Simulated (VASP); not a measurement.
# CuO in VASP: a series of runs

CuO is run at these levels: PBE+D4, PBEsol+U, BLYP, revPBE; tasks: single point.

Everything below comes from runs of VASP 6.6.1. Logs are shortened: lines on timing, memory, paths and dates and some standing lists are left out, and cuts for length are marked.

**1. The cell of the first run**

The typed cell holds 4 atoms: a = 2.913 Å, b = 2.913 Å, c = 5.138 Å, α = 90.01°, β = 90.01°, γ = 89.63°.

**2. Single point, PBE+D4**

Input file INCAR:

```
PREC = Accurate
ENCUT = 520
EDIFF = 1E-6
ISMEAR = -1
SIGMA = 0.05
LREAL = False
LASPH = True
NELM = 100
ALGO = Normal
ISIF = 2
LWAVE = False
LCHARG = False
GGA = PE
IVDW = 13
NBANDS = 25
```

Input file KPOINTS:

```
Automatic mesh
0
Gamma
  10 10 5
```

Input file POSCAR:

```
CuO
1.0
    2.0602023839     -2.0530248957      0.1607286327
    2.0602023839      2.0530248957      0.1607286327
   -0.4006593500      0.0000000000      5.1227849123
Cu O
2 2
Direct
    0.5000000000      0.0000000000      0.5000000000
    0.0000000000      0.5000000000      0.0000000000
    0.4999714035      0.5000285965      0.7500000000
    0.5000285965      0.4999714035      0.2500000000
```

Potentials or basis: VASP PAW PBE potentials, release 64 (Cu, O).

On the command line:

```sh
$ cat potpaw_PBE.64/Cu/POTCAR potpaw_PBE.64/O/POTCAR > POTCAR
$ mpirun -np 1 vasp_std > vasp.out
```

OUTCAR:

```text
PREC = Accurate
   ENCUT = 520
   EDIFF = 1E-6
   ISMEAR = -1
   LREAL = False
   LASPH = True
   NELM = 100
   ISIF = 2
   GGA = PE
   IVDW = 13

 ion  position               nearest neighbor table
   1  0.500  0.000  0.500-   3 1.94   4 1.94   4 1.94   3 1.94
   2  0.000  0.500  0.000-   4 1.94   3 1.94   4 1.94   3 1.94
   3  0.500  0.500  0.750-   2 1.94   1 1.94   2 1.94   1 1.94
   4  0.500  0.500  0.250-   1 1.94   2 1.94   2 1.94   1 1.94

  LATTYP: Found a base centered monoclinic cell.
 ALAT       =     4.1329251413
 B/A-ratio  =     0.9934972570
 C/A-ratio  =     1.2432911028
 COS(beta)  =    -0.0001941101

  Lattice vectors:

 A1 = (   2.0602023839,  -2.0530248957,   0.1607286327)
 A2 = (   2.0602023839,   2.0530248957,   0.1607286327)
 A3 = (  -0.4006593500,   0.0000000000,   5.1227849123)

Analysis of symmetry for initial positions (statically):
=====================================================================
 Subroutine PRICEL returns:
 Original cell was already a primitive cell.

 Routine SETGRP: Setting up the symmetry group for a
 base centered monoclinic supercell.

 Subroutine GETGRP returns: Found  4 space group operations
 (whereof  2 operations were pure point group operations)
 out of a pool of  4 trial point group operations.

The static configuration has the point symmetry S_2 .
 The point group associated with its full space group is C_2h.

Analysis of symmetry for dynamics (positions and initial velocities):
=====================================================================
 Subroutine PRICEL returns:
 Original cell was already a primitive cell.

 Routine SETGRP: Setting up the symmetry group for a
 base centered monoclinic supercell.

 Subroutine GETGRP returns: Found  4 space group operations
 (whereof  2 operations were pure point group operations)
 out of a pool of  4 trial point group operations.

The dynamic configuration has the point symmetry S_2 .
 The point group associated with its full space group is C_2h.

 Subroutine INISYM returns: Found  4 space group operations
 (whereof  2 operations are pure point group operations),
 and found     1 'primitive' translations

----------------------------------------------------------------------------------------

                                     Primitive cell

  volume of cell :      43.5996

  direct lattice vectors                    reciprocal lattice vectors
     2.060202384 -2.053024896  0.160728633     0.241222729 -0.243543077  0.018866328
     2.060202384  2.053024896  0.160728633     0.241222729  0.243543077  0.018866328
    -0.400659350  0.000000000  5.122784912    -0.015136845  0.000000000  0.194022450

  length of vectors
     2.912933020  2.912933020  5.138429057     0.343303908  0.343303908  0.194612012

  position of ions in fractional coordinates (direct lattice)
     0.500000000  0.000000000  0.500000000
     0.000000000  0.500000000  0.000000000
     0.499971403  0.500028597  0.750000000
     0.500028597  0.499971403  0.250000000

  ion indices of the primitive-cell ions
   primitive index   ion index
                 1           1
                 2           2
                 3           3
                 4           4

----------------------------------------------------------------------------------------

 KPOINTS: Automatic mesh

Automatic generation of k-mesh.
 Grid dimensions read from file:
 generate k-points for:   10   10    5

 Generating k-lattice:

  Cartesian coordinates                     Fractional coordinates (reciprocal lattice)
     0.024122273 -0.024354308  0.001886633     0.100000000  0.000000000 -0.000000000
     0.024122273  0.024354308  0.001886633     0.000000000  0.100000000 -0.000000000
    -0.003027369  0.000000000  0.038804490     0.000000000  0.000000000  0.200000000

  Length of vectors
     0.034330391  0.034330391  0.038922402

  Shift w.r.t. Gamma in fractional coordinates (k-lattice)
     0.000000000  0.000000000  0.000000000

 Subroutine IBZKPT returns following result:
 ===========================================

 Found    141 irreducible k-points:

 Following reciprocal coordinates:
            Coordinates               Weight
  0.000000  0.000000  0.000000      1.000000
  0.100000 -0.000000  0.000000      4.000000
  0.200000 -0.000000  0.000000      4.000000
  0.300000 -0.000000 -0.000000      4.000000
  0.400000  0.000000 -0.000000      4.000000
  0.500000  0.000000  0.000000      2.000000
[... 16 lines left out ...]
  0.300000  0.300000 -0.000000      2.000000
  0.400000  0.300000  0.000000      4.000000
 [... further k-points ...]
   k-points           NKPTS =    141   k-points in BZ     NKDIM =    141   number of bands    NBANDS=     25
   number of dos      NEDOS =    301   number of ions     NIONS =      4
   total plane-waves  NPLWV =  23040
   dimension x,y,z NGX =    24 NGY =   24 NGZ =   40
   dimension x,y,z NGXF=    48 NGYF=   48 NGZF=   80
   ions per type =               2   2
   NGX,Y,Z   is equivalent  to a cutoff of  13.70, 13.70, 12.94 a.u.
   NGXF,Y,Z  is equivalent  to a cutoff of  27.39, 27.39, 25.88 a.u.
 SYSTEM =  unknown system
   PREC   = accura    normal or accurate (medium, high low for compatibility)
   ISTART =      0    job   : 0-new  1-cont  2-samecut
   ICHARG =      2    charge: 1-file 2-atom 10-const
   ISPIN  =      1    spin polarized calculation?
   LNONCOLLINEAR =      F non collinear calculations
   LSORBIT =      F    spin-orbit coupling
   LASPH  =      T    aspherical Exc in radial PAW
   ENCUT  =  520.0 eV  38.22 Ry    6.18 a.u.   5.42  5.42  9.55*2*pi/ulx,y,z
   NELM   =    100;   NELMIN=  2; NELMDL= -5     # of ELM steps
   EDIFF  = 0.1E-05   stopping-criterion for ELM
   LREAL  =      F    real-space projection
   EDIFFG = 0.1E-04   stopping-criterion for IOM
   NSW    =      0    number of steps for IOM
   IBRION =     -1    ionic relax: 0-MD 1-quasi-New 2-CG
   NFREE  =      0    steps in history (QN), initial steepest desc. (CG)
   ISIF   =      2    stress and relaxation
   ISYM   =      2    0-nonsym 1-usesym 2-fastsym
   POTIM  = 0.5000    time-step for ionic-motion
   TEBEG  =    0.0;   TEEND  =   0.0 temperature during run
   PSTRESS=    0.0 pullay stress
   NELECT =      34.0000    total number of electrons
   NUPDOWN=      -1.0000    fix difference up-down
   EMIN   =  10.00;   EMAX   =-10.00  energy-range for DOS
   EFERMI =   0.00;   METHOD = LEGACY
   ISMEAR =    -1;   SIGMA  =   0.05  broadening in eV -4-tet -1-fermi 0-gaus
   EFERMI_NEDOS =   21; number of points for ismear=-14 and -15
   IALGO  =     38    algorithm
   IMIX   =      4    mixing-type and parameters
     AMIX     =   0.40;   BMIX     =  1.00
     AMIX_MAG =   1.60;   BMIX_MAG =  1.00
  volume/ion in A,a.u.               =      10.90        73.56
  Fermi-wavevector in a.u.,A,eV,Ry     =   1.506863  2.847558 30.893879  2.270636
  Thomas-Fermi vector in A             =   2.617525
   LORBIT       =      0    0 simple, 1 ext, 2 COOP (PROOUT), +10 PAW based schemes
   GGA     = PE    functional components
   LHFCALC =     F    Hartree Fock is set to
   AEXX    =    0.0000 exact exchange contribution
   IVDW    =    13    specifies the selected vdW correction
   LEPSILON=     F    determine dielectric tensor
   LRPA    =     F    only Hartree local field effects (RPA)
 non-spin polarized calculation
  energy-cutoff  :      520.00
  volume of cell :       43.60
 maximum number of plane-waves:      1190
 NGX is ok and might be reduce to    24
   NGX = 11   NGY = 11   NGZ = 19

 number of electron      33.9999987 magnetization

 Free energy of the ion-electron system (eV)
  ---------------------------------------------------
  ext. energy  EPLUGINS =         0.00000000
  ---------------------------------------------------
  free energy    TOTEN  =       -19.71742687 eV

  energy without entropy =      -19.69650288  energy(sigma->0) =      -19.70696487

 E-fermi :   5.0772     XC(G=0): -11.4101

 val. band max:        5.0710115989   @ k =  -0.3000   0.5000   0.4000
 cond. band min:       5.1350985445   @ k =  -0.4000   0.2000   0.4000
 fundamental gap:      0.0640869456
 Fermi energy:         5.0772462885

 k-point     1 :       0.0000    0.0000    0.0000
  band No.  band energies     occupation
      1     -14.8313      2.00000
      2     -13.5011      2.00000
      3      -3.1528      2.00000
      4      -0.4265      2.00000
      5      -0.4132      2.00000
      6       1.2769      2.00000
[... 17 lines left out ...]
     24      19.7309      0.00000
     25      20.0018      0.00000

 k-point     2 :       0.1000   -0.0000    0.0000
  band No.  band energies     occupation
      1     -14.7772      2.00000
      2     -13.4844      2.00000
      3      -3.0591      2.00000
      4      -0.4736      2.00000
      5      -0.3923      2.00000
      6       0.7363      2.00000
[... 17 lines left out ...]
     24      19.9002      0.00000
     25      20.0636      0.00000

 k-point     3 :       0.2000   -0.0000    0.0000
  band No.  band energies     occupation
      1     -14.6309      2.00000
      2     -13.4403      2.00000
      3      -2.8034      2.00000
      4      -0.5802      2.00000
      5      -0.3205      2.00000
      6      -0.2502      2.00000
[... 17 lines left out ...]
     24      20.0194      0.00000
     25      20.2648      0.00000

 k-point     4 :       0.3000   -0.0000   -0.0000
  band No.  band energies     occupation
      1     -14.4403      2.00000
      2     -13.3852      2.00000
      3      -2.4642      2.00000
      4      -1.1961      2.00000
      5      -0.6465      2.00000
      6      -0.2280      2.00000
[... 17 lines left out ...]
     24      19.4343      0.00000
     25      20.2184      0.00000

 k-point     5 :       0.4000    0.0000   -0.0000
  band No.  band energies     occupation
      1     -14.2770      2.00000
      2     -13.3401      2.00000
      3      -2.1699      2.00000
      4      -1.8602      2.00000
      5      -0.6290      2.00000
      6      -0.1504      2.00000
[... 17 lines left out ...]
     24      18.3015      0.00000
     25      20.0213      0.00000

 k-point     6 :       0.5000    0.0000    0.0000
  band No.  band energies     occupation
      1     -14.2123      2.00000
      2     -13.3228      2.00000
      3      -2.1217      2.00000
      4      -2.0288      2.00000
      5      -0.5938      2.00000
      6      -0.1199      2.00000
[... 17 lines left out ...]
     24      17.5516      0.00000
     25      19.9298      0.00000
[... 393 lines left out ...]
 k-point    21 :      -0.3000    0.2000    0.0000
  band No.  band energies     occupation
      1     -14.2516      2.00000
      2     -13.3355      2.00000
      3      -2.1001      2.00000
      4      -1.0824      2.00000
      5      -0.5562      2.00000
      6      -0.2908      2.00000
[... 17 lines left out ...]
     24      17.3915      0.00000
     25      20.3156      0.00000

 k-point    22 :      -0.2000    0.2000    0.0000
  band No.  band energies     occupation
      1     -14.4358      2.00000
      2     -13.3852      2.00000
      3      -2.4478      2.00000
      4      -0.5474      2.00000
      5      -0.3757      2.00000
      6      -0.3250      2.00000
[... 17 lines left out ...]
     24      17.0872      0.00000
     25      20.5287      0.00000

 k-point    23 :       0.3000    0.3000   -0.0000
  band No.  band energies     occupation
      1     -14.0760      2.00000
      2     -13.2918      2.00000
      3      -1.7404      2.00000
      4      -1.0692      2.00000
      5      -0.8378      2.00000
      6      -0.5180      2.00000
[... 17 lines left out ...]
     24      16.8737      0.00000
     25      19.8154      0.00000

 k-point    24 :       0.4000    0.3000    0.0000
  band No.  band energies     occupation
      1     -13.9242      2.00000
      2     -13.2553      2.00000
      3      -1.5895      2.00000
      4      -1.3962      2.00000
      5      -0.8702      2.00000
      6      -0.4437      2.00000
[... 17 lines left out ...]
     24      17.1027      0.00000
     25      18.8281      0.00000

 [... further k-points ...]

------------------------ aborting loop because EDIFF is reached ----------------------------------------

  DFT-D4 for vdW energy calculation

  Edisp (eV):   -1.18822

  FORCE on cell =-STRESS in cart. coord.  units (eV):
  Direction    XX          YY          ZZ          XY          YZ          ZX
  --------------------------------------------------------------------------------------
  -------------------------------------------------------------------------------------
  Total       0.16528     0.17992     0.29373     0.00000     0.00000    -0.00838
  in kB       6.07379     6.61175    10.79368     0.00000     0.00000    -0.30788
  external pressure =        7.83 kB  Pullay stress =        0.00 kB

 VOLUME and BASIS-vectors are now :
 -----------------------------------------------------------------------------
  energy-cutoff  :      520.00
  volume of cell :       43.60
      direct lattice vectors                 reciprocal lattice vectors
     2.060202384 -2.053024896  0.160728633     0.241222729 -0.243543077  0.018866328
     2.060202384  2.053024896  0.160728633     0.241222729  0.243543077  0.018866328
    -0.400659350  0.000000000  5.122784912    -0.015136845  0.000000000  0.194022450

 POSITION                                       TOTAL-FORCE (eV/Angst)
 -----------------------------------------------------------------------------------
      0.82977     -1.02651      2.64176         0.000000     -0.000000      0.000000
      1.03010      1.02651      0.08036         0.000000     -0.000000      0.000000
      1.75971      0.00012      4.00282         0.000000      0.000596     -0.000000
      1.96004     -0.00012      1.44142        -0.000000     -0.000596      0.000000
 -----------------------------------------------------------------------------------
    total drift:                                0.000000     -0.000000     -0.000000

  FREE ENERGIE OF THE ION-ELECTRON SYSTEM (eV)
  ---------------------------------------------------
  free  energy   TOTEN  =       -20.9056466579 eV

  energy  without entropy=      -20.8847226735  energy(sigma->0) =      -20.89518467
```

It took 2.3 min on 1 thread of Intel Xeon 8259CL, shared host; peak memory 0.26 GiB.

Results:

- Free energy: -20.9056 eV
- Pressure: 0.8 GPa
- Band gap on the k mesh: zero (bands 17 and 18 overlap by 0.93 eV)
- Dispersion energy per atom: -0.297 eV

Levels at points of the mesh, in eV from the Fermi level:
| k point | band 14 | band 15 | band 16 | band 17 | band 18 | band 19 | band 20 | band 21 |
| --- | --- | --- | --- | --- | --- | --- | --- | --- |
| (0.00, 0.00, 0.00) | -2.41 | -2.32 | -1.96 | 0.69 | 0.70 | 1.48 | 6.16 | 7.37 |
| (0.50, 0.00, 0.00) | -1.92 | -1.59 | -1.51 | 0.24 | 0.48 | 3.67 | 5.96 | 6.58 |
| (0.50, 0.50, 0.00) | -2.38 | -1.60 | -1.20 | -1.20 | 1.17 | 2.13 | 7.21 | 9.91 |

Caveat: semilocal functionals often make such compounds metallic where correlation or magnetic order opens a gap, which also shifts bond lengths. With open d or f shells a metallic result of PBE can be an artefact of self-interaction; +U or a hybrid may open a gap.

(Continued in part 2 of 2.)

The gap in the log of VASP goes by the Fermi energy; the results here count the filled bands.